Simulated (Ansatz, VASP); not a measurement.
# One calculation of KCo3, two programs

```
CELL_PARAMETERS angstrom
4.02533 0.00000 0.00000
0.00000 4.02533 0.00000
0.00000 0.00000 4.02533
ATOMIC_POSITIONS crystal
K 0.00000 0.00000 0.00000
Co 0.00000 0.50000 0.50000
Co 0.50000 0.00000 0.50000
Co 0.50000 0.50000 0.00000
```

Alike in both runs: task single point; functional PBE; k mesh 4 × 4 × 4; occupations gaussian, width 0.1 eV; collinear spin.

|  | VASP | Ansatz |
| --- | --- | --- |
| version | VASP 6.6.1 | Ansatz 0.2.0 |
| potentials or method | VASP PAW PBE potentials, release 64 (K_sv, Co), cutoff 520 eV | scalar-relativistic, plane waves, PAW |
| valence electrons in the cell | 36 | 60 |

Ansatz gave:

| Property | Result |
| --- | --- |
| gap on the k mesh at the Fermi level (eV) | none |
| pressure (GPa) | -2.5 |
| net moment per atom (μB) | 1.21 |
| size of the moment on the site where the two differ most (μB) | 1.73 |

**Question.** Which values does VASP return?

**Answer.** gap on the k mesh at the Fermi level (eV): none; pressure (GPa): -2.2; net moment per atom (μB): 1.21; size of the moment on the site where the two differ most (μB): 1.71.

Site moments also hang on the region over which each program counts them. A gap of «none» marks a metal or a gap that the smearing closes. VASP's potentials hold 36 valence electrons a cell and Ansatz's 60, so a difference there can come from the potentials and not from the codes.

The k mesh is coarse, so the values compare programs but aren't converged.
